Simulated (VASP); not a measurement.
## CO2: relaxation of cell and atoms with PBEsol

CO2:

```xyz
12
Lattice="5.4059 0.0000 0.0000 0.0000 5.4059 0.0000 0.0000 0.0000 5.4059" Properties=species:S:1:pos:R:3 pbc="T T T"
C     0.0000    0.0000    0.0000
C     2.7029    0.0000    2.7029
C     2.7029    2.7029    0.0000
C     0.0000    2.7029    2.7029
O     0.6726    0.6726    0.6726
O     2.0304    4.7333    3.3755
O     3.3755    2.0304    4.7333
O     4.7333    3.3755    2.0304
O     4.7333    4.7333    4.7333
O     3.3755    0.6726    2.0304
O     2.0304    3.3755    0.6726
O     0.6726    2.0304    3.3755
```

```json
{
 "Program": "VASP 6.6.1",
 "Task": "relaxation of cell and atoms",
 "Functional": "PBEsol",
 "Potentials or basis": "VASP PAW PBE potentials, release 64 (C, O)",
 "Cutoff": "600 eV",
 "k mesh": "4 × 4 × 4",
 "Occupations": "gaussian, width 0.1 eV",
 "Spin": "no spin polarisation",
 "Target pressure": "1.74 GPa",
 "Dipole correction": "no",
 "Further INCAR settings": "ALGO = Normal; EDIFF = 1e-06; IBRION = 2; EDIFFG = -0.05; NSW = 80; ISIF = 3"
}
```

| Quantity | Value |
| --- | --- |
| Relaxed volume | 13.21 Å³/atom |
| Relaxed cell | a = 5.412 Å, b = 5.412 Å, c = 5.412 Å, α = 90.00°, β = 90.00°, γ = 90.00° |
| Space group after relaxing (to 0.1 Å) | Pa-3 (No. 205) |
| Energy change on relaxing (the run minimises the enthalpy) | -2.1 meV/atom |
| Ionic steps | 3 |
| Pressure after relaxing | 1.2 GPa |
| Largest force after relaxing | 0.014 eV/Å |
| Band gap on the k mesh | 6.75 eV |

Forces in eV/Å, atoms in the order of the input:
```
C    0.000  0.000  0.000
C    0.000  0.000  0.000
C    0.000  0.000  0.000
C    0.000  0.000  0.000
O    0.008  0.008  0.008
O   -0.008 -0.008  0.008
O    0.008 -0.008 -0.008
O   -0.008  0.008 -0.008
O   -0.008 -0.008 -0.008
O    0.008  0.008 -0.008
O   -0.008  0.008  0.008
O    0.008 -0.008  0.008
```

The path:
```
step  energy change (eV)  largest force (eV/Å)  pressure (GPa)  volume (Å³)
   1              0.0000                0.7653            3.50       157.98
   2              0.5130                3.4988          -10.00       161.31
   3             -0.0251                0.0140            1.17       158.48
```

Final structure:
```
C O
1.0
     5.41154    0.00000    0.00000
     0.00000    5.41154    0.00000
     0.00000    0.00000    5.41154
C O
4 8
Direct
  0.00000 0.00000 0.00000
  0.50000 0.00000 0.50000
  0.50000 0.50000 0.00000
  0.00000 0.50000 0.50000
  0.12503 0.12503 0.12503
  0.37497 0.87497 0.62503
  0.62503 0.37497 0.87497
  0.87497 0.62503 0.37497
  0.87497 0.87497 0.87497
  0.62503 0.12503 0.37497
  0.37497 0.62503 0.12503
  0.12503 0.37497 0.62503
```

Levels at points of the mesh, in eV from the valence-band top:
```
           k point  band 29  band 30  band 31  band 32  band 33  band 34  band 35  band 36
(0.00, 0.00, 0.00)    -0.26    -0.26     0.00     0.00     6.75     7.77     7.77     7.77
(0.50, 0.00, 0.00)    -0.39    -0.39    -0.09    -0.09     7.70     7.70     7.99     7.99
(0.50, 0.50, 0.00)    -0.35    -0.35    -0.35    -0.35     7.70     7.70     7.70     7.70
(0.50, 0.50, 0.50)    -0.41    -0.41    -0.41    -0.41     7.68     7.68     7.68     7.68
```

Run time: 2.8 min on 1 thread of Intel(R) Xeon(R) Platinum 8488C (Sapphire Rapids), on a shared host, peak memory 0.35 GiB.

Caveat: the cell is relaxed towards a set pressure, so the run minimises the enthalpy, not the energy; this functional lacks dispersion, which holds the molecules together, so the pressure and a relaxed volume are unreliable; the PAW data sets were made with another functional, which shifts forces and pressure a little. A k mesh can miss the band edges.
